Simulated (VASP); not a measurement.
# In2O3 (R-3c) in VASP: a series of runs

Runs on In2O3. Level: r2SCAN. Tasks: single point.

All numbers are computed with VASP 6.6.1; they aren't measurements. Logs are shortened: lines on timing, memory, paths and dates and some standing lists are left out, and cuts for length are marked.

### Step 1. The cell of the first run

Symmetry: R-3c, No. 167, trigonal system. Conventional cell: a = 5.397 Å, b = 5.397 Å, c = 14.272 Å, α = 90.00°, β = 90.00°, γ = 120.00°. In (site symmetry 3) has 6 O at 2.09 to 2.22 Å within 2.8 Å. Within 2.9 Å of O (site symmetry 2) lie 4 In at 2.09 to 2.22 Å and 4 O at 2.76 to 2.89 Å.

### Step 2. Single point, r2SCAN (strain -2.0%)

Input file POSCAR:

```
In2O3
1.0
    2.6987446187      1.5581209320      4.7572533666
   -2.6987446187      1.5581209320      4.7572533666
    0.0000000000     -3.1162418642      4.7572533665
In O
4 6
Direct
    0.8578310115      0.8578310115      0.8578310115
    0.3578310115      0.3578310115      0.3578310115
    0.1421689885      0.1421689885      0.1421689885
    0.6421689885      0.6421689885      0.6421689885
    0.4542604994      0.0457395006      0.7500000000
    0.0457395006      0.7500000000      0.4542604994
    0.5457395006      0.9542604994      0.2500000000
    0.2500000000      0.5457395006      0.9542604994
    0.9542604994      0.2500000000      0.5457395006
    0.7500000000      0.4542604994      0.0457395006
```

Input file INCAR.step1:

```
SYSTEM = In2O3
ALGO = Normal ; EDIFF = 1E-4
ENCUT = 520 ; GGA = PE
ISMEAR = 0 ; LASPH = .TRUE.
LCHARG = .FALSE. ; LREAL = .FALSE.
LWAVE = .TRUE. ; NBANDS = 55
NELM = 60 ; PREC = Accurate
SIGMA = 0.01
```

Input file INCAR.step2:

```
SYSTEM = In2O3
ALGO = Normal ; EDIFF = 1E-6
ENCUT = 520 ; ISIF = 2
ISMEAR = 0 ; ISTART = 1
LASPH = .TRUE. ; LCHARG = .FALSE.
LMIXTAU = .TRUE. ; LREAL = .FALSE.
LWAVE = .FALSE. ; METAGGA = R2SCAN
NBANDS = 55 ; NELM = 60
PREC = Accurate ; SIGMA = 0.01
```

Input file KPOINTS:

```
k-points
0
G
  6 6 6
  0 0 0
```

Potentials or basis: VASP PAW PBE potentials, release 64 (In_d, O).

Command:

```
$ cat potpaw_PBE.64/In_d/POTCAR potpaw_PBE.64/O/POTCAR > POTCAR
$ cp INCAR.step1 INCAR
$ mpirun -np 1 vasp_std > vasp.out
$ cp INCAR.step2 INCAR
$ mpirun -np 1 vasp_std > vasp.out
```

OUTCAR:

```text
SYSTEM = In2O3
   EDIFF = 1E-6
   ENCUT = 520
   ISIF = 2
   ISMEAR = 0
   ISTART = 1
   LASPH = .TRUE.
   LREAL = .FALSE.
   METAGGA = R2SCAN
   NELM = 60
   PREC = Accurate

 ion  position               nearest neighbor table
   1  0.858  0.858  0.858-   7 2.09   9 2.09   8 2.09   6 2.22  10 2.22   5 2.22   4 3.08   3 3.19
                             3 3.19   3 3.19   4 3.54   4 3.54   4 3.54   2 3.92   2 3.92   2 3.92
   2  0.358  0.358  0.358-   5 2.09  10 2.09   6 2.09   8 2.22   9 2.22   7 2.22   3 3.08   4 3.19
                             4 3.19   4 3.19   3 3.54   3 3.54   3 3.54   1 3.92   1 3.92   1 3.92
   3  0.142  0.142  0.142-   5 2.09   6 2.09  10 2.09   9 2.22   8 2.22   7 2.22   2 3.08   1 3.19
                             1 3.19   1 3.19   2 3.54   2 3.54   2 3.54   4 3.92   4 3.92   4 3.92
   4  0.642  0.642  0.642-   7 2.09   8 2.09   9 2.09  10 2.22   6 2.22   5 2.22   1 3.08   2 3.19
                             2 3.19   2 3.19   1 3.54   1 3.54   1 3.54   3 3.92   3 3.92   3 3.92
   5  0.454  0.046  0.750-   2 2.09   3 2.09   1 2.22   4 2.22
   6  0.046  0.750  0.454-   3 2.09   2 2.09   1 2.22   4 2.22
   7  0.546  0.954  0.250-   1 2.09   4 2.09   3 2.22   2 2.22
   8  0.250  0.546  0.954-   4 2.09   1 2.09   2 2.22   3 2.22
   9  0.954  0.250  0.546-   1 2.09   4 2.09   3 2.22   2 2.22
  10  0.750  0.454  0.046-   2 2.09   3 2.09   4 2.22   1 2.22

  LATTYP: Found a trigonal (rhomboedric) cell.
 ALAT       =     5.6870399110
 COS(alpha) =     0.5496180031

  Lattice vectors:

 A1 = (   2.6987446187,   1.5581209320,   4.7572533666)
 A2 = (  -2.6987446187,   1.5581209320,   4.7572533666)
 A3 = (   0.0000000000,  -3.1162418642,   4.7572533665)

Analysis of symmetry for initial positions (statically):
=====================================================================
 Subroutine PRICEL returns:
 Original cell was already a primitive cell.

 Routine SETGRP: Setting up the symmetry group for a
 trigonal (rhombohedral) supercell.

 Subroutine GETGRP returns: Found 12 space group operations
 (whereof  6 operations were pure point group operations)
 out of a pool of 12 trial point group operations.

The static configuration has the point symmetry S_6 .
 The point group associated with its full space group is D_3d.

Analysis of symmetry for dynamics (positions and initial velocities):
=====================================================================
 Subroutine PRICEL returns:
 Original cell was already a primitive cell.

 Routine SETGRP: Setting up the symmetry group for a
 trigonal (rhombohedral) supercell.

 Subroutine GETGRP returns: Found 12 space group operations
 (whereof  6 operations were pure point group operations)
 out of a pool of 12 trial point group operations.

The dynamic configuration has the point symmetry S_6 .
 The point group associated with its full space group is D_3d.

 Subroutine INISYM returns: Found 12 space group operations
 (whereof  6 operations are pure point group operations),
 and found     1 'primitive' translations

----------------------------------------------------------------------------------------

                                     Primitive cell

  volume of cell :     120.0247

  direct lattice vectors                    reciprocal lattice vectors
     2.698744619  1.558120932  4.757253367     0.185271328  0.106966451  0.070068442
    -2.698744619  1.558120932  4.757253367    -0.185271328  0.106966451  0.070068442
     0.000000000 -3.116241864  4.757253366     0.000000000 -0.213932902  0.070068442

  length of vectors
     5.687039911  5.687039911  5.687039911     0.225115245  0.225115245  0.225115245

  position of ions in fractional coordinates (direct lattice)
     0.857831011  0.857831011  0.857831011
     0.357831011  0.357831011  0.357831011
     0.142168989  0.142168989  0.142168989
     0.642168989  0.642168989  0.642168989
     0.454260499  0.045739501  0.750000000
     0.045739501  0.750000000  0.454260499
     0.545739501  0.954260499  0.250000000
     0.250000000  0.545739501  0.954260499
     0.954260499  0.250000000  0.545739501
     0.750000000  0.454260499  0.045739501

  ion indices of the primitive-cell ions
   primitive index   ion index
                 1           1
                 2           2
                 3           3
                 4           4
                 5           5
                 6           6
                 7           7
                 8           8
                 9           9
                10          10

----------------------------------------------------------------------------------------

 KPOINTS: k-points

Automatic generation of k-mesh.
 Grid dimensions read from file:
 generate k-points for:    6    6    6

 Generating k-lattice:

  Cartesian coordinates                     Fractional coordinates (reciprocal lattice)
     0.030878555  0.017827742  0.011678074     0.166666667  0.000000000  0.000000000
    -0.030878555  0.017827742  0.011678074     0.000000000  0.166666667  0.000000000
     0.000000000 -0.035655484  0.011678074    -0.000000000 -0.000000000  0.166666667

  Length of vectors
     0.037519207  0.037519207  0.037519207

  Shift w.r.t. Gamma in fractional coordinates (k-lattice)
     0.000000000  0.000000000  0.000000000

 Subroutine IBZKPT returns following result:
 ===========================================

 Found     32 irreducible k-points:

 Following reciprocal coordinates:
            Coordinates               Weight
  0.000000  0.000000  0.000000      1.000000
  0.166667  0.000000 -0.000000      6.000000
  0.333333  0.000000 -0.000000      6.000000
  0.500000 -0.000000 -0.000000      3.000000
  0.166667  0.166667 -0.000000      6.000000
  0.333333  0.166667 -0.000000     12.000000
[... 16 lines left out ...]
  0.500000  0.500000  0.166667      6.000000
 -0.333333  0.500000  0.166667     12.000000
 [... further k-points ...]
   k-points           NKPTS =     32   k-points in BZ     NKDIM =     32   number of bands    NBANDS=     55
   number of dos      NEDOS =    301   number of ions     NIONS =     10
   total plane-waves  NPLWV =  74088
   dimension x,y,z NGX =    42 NGY =   42 NGZ =   42
   dimension x,y,z NGXF=    84 NGYF=   84 NGZF=   84
   ions per type =               4   6
   NGX,Y,Z   is equivalent  to a cutoff of  12.28, 12.28, 12.28 a.u.
   NGXF,Y,Z  is equivalent  to a cutoff of  24.56, 24.56, 24.56 a.u.
 SYSTEM =  In2O3
   PREC   = accura    normal or accurate (medium, high low for compatibility)
   ISTART =      1    job   : 0-new  1-cont  2-samecut
   ICHARG =      0    charge: 1-file 2-atom 10-const
   ISPIN  =      1    spin polarized calculation?
   LNONCOLLINEAR =      F non collinear calculations
   LSORBIT =      F    spin-orbit coupling
   LASPH  =      T    aspherical Exc in radial PAW
   ENCUT  =  520.0 eV  38.22 Ry    6.18 a.u.  10.57 10.57 10.57*2*pi/ulx,y,z
   NELM   =     60;   NELMIN=  2; NELMDL=  0     # of ELM steps
   EDIFF  = 0.1E-05   stopping-criterion for ELM
   LREAL  =      F    real-space projection
   EDIFFG = 0.1E-04   stopping-criterion for IOM
   NSW    =      0    number of steps for IOM
   IBRION =     -1    ionic relax: 0-MD 1-quasi-New 2-CG
   NFREE  =      0    steps in history (QN), initial steepest desc. (CG)
   ISIF   =      2    stress and relaxation
   ISYM   =      2    0-nonsym 1-usesym 2-fastsym
   POTIM  = 0.5000    time-step for ionic-motion
   TEBEG  =    0.0;   TEEND  =   0.0 temperature during run
   PSTRESS=    0.0 pullay stress
   NELECT =      88.0000    total number of electrons
   NUPDOWN=      -1.0000    fix difference up-down
   EMIN   =  10.00;   EMAX   =-10.00  energy-range for DOS
   EFERMI =   0.00;   METHOD = LEGACY
   ISMEAR =     0;   SIGMA  =   0.01  broadening in eV -4-tet -1-fermi 0-gaus
   EFERMI_NEDOS =   21; number of points for ismear=-14 and -15
   IALGO  =     38    algorithm
   IMIX   =      4    mixing-type and parameters
     AMIX     =   0.40;   BMIX     =  1.00
     AMIX_MAG =   1.60;   BMIX_MAG =  1.00
  volume/ion in A,a.u.               =      12.00        81.00
  Fermi-wavevector in a.u.,A,eV,Ry     =   1.476201  2.789616 29.649408  2.179170
  Thomas-Fermi vector in A             =   2.590757
   LORBIT       =      0    0 simple, 1 ext, 2 COOP (PROOUT), +10 PAW based schemes
   METAGGA = R2SCAN    functional components
   LHFCALC =     F    Hartree Fock is set to
   AEXX    =    0.0000 exact exchange contribution
   IVDW    =     0    specifies the selected vdW correction
   LEPSILON=     F    determine dielectric tensor
   LRPA    =     F    only Hartree local field effects (RPA)
 non-spin polarized calculation
 Gauss-broadening in eV      SIGMA  =   0.01
  energy-cutoff  :      520.00
  volume of cell :      120.02
 maximum number of plane-waves:      3247
   NGX = 21   NGY = 21   NGZ = 21

 number of electron      88.0000001 magnetization

 Free energy of the ion-electron system (eV)
  ---------------------------------------------------
  ext. energy  EPLUGINS =         0.00000000
  ---------------------------------------------------
  free energy    TOTEN  =      -144.11811547 eV

  energy without entropy =     -144.11811547  energy(sigma->0) =     -144.11811547

 E-fermi :   5.9537     XC(G=0): -12.2320

 val. band max:        5.8867957008   @ k =   0.0000   0.0000   0.0000
 cond. band min:       8.0988952219   @ k =   0.0000   0.0000   0.0000
 fundamental gap:      2.2120995211
 Fermi energy:         5.9537326449

 k-point     1 :       0.0000    0.0000    0.0000
  band No.  band energies     occupation
      1     -13.0535      2.00000
      2     -12.0725      2.00000
      3     -12.0725      2.00000
      4     -11.8513      2.00000
      5     -11.8513      2.00000
      6     -11.7732      2.00000
[... 47 lines left out ...]
     54      16.8666      0.00000
     55      17.6296      0.00000

 k-point     2 :       0.1667    0.0000   -0.0000
  band No.  band energies     occupation
      1     -12.9713      2.00000
      2     -12.0639      2.00000
      3     -12.0569      2.00000
      4     -11.9324      2.00000
      5     -11.8687      2.00000
      6     -11.7929      2.00000
[... 47 lines left out ...]
     54      17.4954      0.00000
     55      17.8752      0.00000

 k-point     3 :       0.3333    0.0000   -0.0000
  band No.  band energies     occupation
      1     -12.7477      2.00000
      2     -12.1511      2.00000
      3     -12.0296      2.00000
      4     -12.0111      2.00000
      5     -11.9149      2.00000
      6     -11.8543      2.00000
[... 1152 lines left out ...]
 k-point    23 :       0.5000    0.5000    0.1667
  band No.  band energies     occupation
      1     -12.5781      2.00000
      2     -12.2837      2.00000
      3     -12.0762      2.00000
      4     -11.9831      2.00000
      5     -11.9578      2.00000
      6     -11.7993      2.00000
[... 47 lines left out ...]
     54      17.8386      0.00000
     55      18.4617      0.00000

 k-point    24 :      -0.3333    0.5000    0.1667
  band No.  band energies     occupation
      1     -12.4985      2.00000
      2     -12.3355      2.00000
      3     -12.0894      2.00000
      4     -12.0214      2.00000
      5     -11.9117      2.00000
      6     -11.8112      2.00000
[... 47 lines left out ...]
     54      17.5728      0.00000
     55      18.3768      0.00000

 [... further k-points ...]

------------------------ aborting loop because EDIFF is reached ----------------------------------------

  FORCE on cell =-STRESS in cart. coord.  units (eV):
  Direction    XX          YY          ZZ          XY          YZ          ZX
  --------------------------------------------------------------------------------------
  -------------------------------------------------------------------------------------
  Total       11.0431098     11.0431098      8.9293048     -0.0000000      0.0000000      0.0000000
  in kB      147.4115413    147.4115413    119.1949204     -0.0000000      0.0000000      0.0000000
  external PRESSURE =     138.0060010 kB  Pullay stress =       0.0000000 kB

 VOLUME and BASIS-vectors are now :
 -----------------------------------------------------------------------------
  energy-cutoff  :      520.00
  volume of cell :      120.02
      direct lattice vectors                 reciprocal lattice vectors
     2.698744619  1.558120932  4.757253367     0.185271328  0.106966451  0.070068442
    -2.698744619  1.558120932  4.757253367    -0.185271328  0.106966451  0.070068442
     0.000000000 -3.116241864  4.757253366     0.000000000 -0.213932902  0.070068442

 POSITION                                       TOTAL-FORCE (eV/Angst)
 -----------------------------------------------------------------------------------
      0.00000     -0.00000     12.24276         0.000000     -0.000000      0.028814
      0.00000     -0.00000      5.10688         0.000000     -0.000000      0.028814
      0.00000     -0.00000      2.02900         0.000000      0.000000     -0.028814
      0.00000     -0.00000      9.16488         0.000000      0.000000     -0.028814
      1.10249     -1.55812      5.94657        -0.007257     -0.000000     -0.000000
     -1.90062     -0.17573      5.94657         0.003628      0.006284      0.000000
     -1.10249      1.55812      8.32519         0.007257     -0.000000     -0.000000
     -0.79813     -1.73385      8.32519        -0.003628      0.006284      0.000000
      1.90062      0.17573      8.32519        -0.003628     -0.006284     -0.000000
      0.79813      1.73385      5.94657         0.003628     -0.006284     -0.000000
 -----------------------------------------------------------------------------------
    total drift:                               -0.000000     -0.000000      0.000000

  FREE ENERGIE OF THE ION-ELECTRON SYSTEM (eV)
  ---------------------------------------------------
  free  energy   TOTEN  =      -144.1181154696 eV

  energy  without entropy=     -144.1181154696  energy(sigma->0) =     -144.11811547
```

Run time: 10 min. Hardware: 1 thread of Intel Xeon 6975P-C (Granite Rapids), shared host; peak memory 0.36 GiB.

What came out:

```yaml
Free_energy: -144.1181 eV
Pressure: 13.8 GPa
Largest_force: 0.029 eV/Å
Band_gap_on_the_k_mesh: 2.21 eV
```

Forces in eV/Å, atoms in the order of the input:
```
In   0.000  0.000  0.029
In   0.000  0.000  0.029
In   0.000  0.000 -0.029
In   0.000  0.000 -0.029
O   -0.007  0.000  0.000
O    0.004  0.006  0.000
O    0.007  0.000  0.000
O   -0.004  0.006  0.000
O   -0.004 -0.006  0.000
O    0.004 -0.006  0.000
```

Levels at points of the mesh, in eV from the valence-band top:
| k point | band 42 | band 43 | band 44 | band 45 | band 46 | band 47 |
| --- | --- | --- | --- | --- | --- | --- |
| (0.00, 0.00, 0.00) | -0.32 | 0.00 | 0.00 | 2.21 | 6.44 | 7.54 |
| (0.50, 0.00, 0.00) | -0.75 | -0.09 | -0.09 | 5.96 | 5.96 | 7.01 |
| (0.50, 0.50, 0.00) | -0.34 | -0.09 | -0.06 | 6.31 | 6.52 | 7.54 |
| (0.50, 0.50, 0.50) | -0.21 | -0.21 | -0.21 | 5.34 | 5.34 | 8.52 |

Caveat: the cell differs from its parent crystal (strain -2.0%); the cell stands under pressure; the PAW data sets were made with another functional, which shifts forces and pressure a little; spin-orbit coupling is left out, which moves the levels of the heavy elements.

[end of part 1 of 2]
